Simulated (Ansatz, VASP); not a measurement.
# AlPt in VASP and in Ansatz

INCAR

```
ALGO     = Fast           # electronic algorithm
EDIFF    = 1E-6           # SCF threshold, eV
ENCUT    = 520            # plane-wave cutoff, eV
GGA      = PS             # functional
ISIF     = 2              # what is computed and relaxed
ISMEAR   = 0              # smearing method
LASPH    = True           # aspherical terms in the spheres
LCHARG   = False          # write CHGCAR
LREAL    = False          # projectors in reciprocal space
LWAVE    = False          # write WAVECAR
NBANDS   = 36             # bands
NELM     = 80             # most SCF steps
PREC     = Accurate       # precision mode
SIGMA    = 0.15           # smearing width, eV
```

File KPOINTS:

```
k-points
0
Gamma
  8 8 8
```

The input POSCAR:

```
AlPt
1.0
    4.8685043982      0.0000000000      0.0000000000
    0.0000000000      4.8685043982      0.0000000000
    0.0000000000      0.0000000000      4.8685043982
Al Pt
4 4
Direct
    0.8433051502      0.8433051502      0.8433051502
    0.6566948498      0.1566948498      0.3433051502
    0.3433051502      0.6566948498      0.1566948498
    0.1566948498      0.3433051502      0.6566948498
    0.1717711374      0.1717711374      0.1717711374
    0.3282288626      0.8282288626      0.6717711374
    0.6717711374      0.3282288626      0.8282288626
    0.8282288626      0.6717711374      0.3282288626
```

Input for Ansatz:

```yaml
crystal:
  lattice:
    - [4.8685043982, 0.0, 0.0]
    - [0.0, 4.8685043982, 0.0]
    - [0.0, 0.0, 4.8685043982]
  atoms:
    - { symbol: Al, position: [0.8433051502, 0.8433051502, 0.8433051502] }
    - { symbol: Al, position: [0.6566948498, 0.1566948498, 0.3433051502] }
    - { symbol: Al, position: [0.3433051502, 0.6566948498, 0.1566948498] }
    - { symbol: Al, position: [0.1566948498, 0.3433051502, 0.6566948498] }
    - { symbol: Pt, position: [0.1717711374, 0.1717711374, 0.1717711374] }
    - { symbol: Pt, position: [0.3282288626, 0.8282288626, 0.6717711374] }
    - { symbol: Pt, position: [0.6717711374, 0.3282288626, 0.8282288626] }
    - { symbol: Pt, position: [0.8282288626, 0.6717711374, 0.3282288626] }
basis:
  ecutwfc: 420
kpoints:
  mp_grid: { grid: [8, 8, 8] }
hamiltonian:
  xc: pbesol
scf:
  occupations: { method: gaussian, width: 0.15 }
output:
  forces: true
  stress: true
  eigenvalues: true
```

Change from the starting cell: mode 4 (98.1 1/cm) frozen in, largest displacement -0.150 Å.

Alike in both runs: task single point; functional PBEsol; k mesh 8 × 8 × 8; occupations gaussian, width 0.15 eV; no spin polarisation.

|  | VASP | Ansatz |
| --- | --- | --- |
| version | VASP 6.6.1 | Ansatz 0.2.0 |
| potentials or method | VASP PAW PBE potentials, release 64 (Al, Pt), cutoff 520 eV | scalar-relativistic, plane waves, PAW |
| valence electrons in the cell | 52 | 84 |

```csv
,VASP,Ansatz,Ansatz less VASP
gap on the k mesh at the Fermi level (eV),none,none,-
pressure (GPa),2.2,2.3,+0.06
rms of the force components (eV/Å),0.519,0.519,-0.0002
```

VASP's potentials were made for PBE, not for PBEsol. Atom by atom the forces differ by 0.001 eV/Å (rms over components). A gap of «none» marks a metal or a gap that the smearing closes. VASP's potentials hold 52 valence electrons a cell and Ansatz's 84, so a difference there can come from the potentials and not from the codes.

Neither program's run includes spin-orbit coupling.
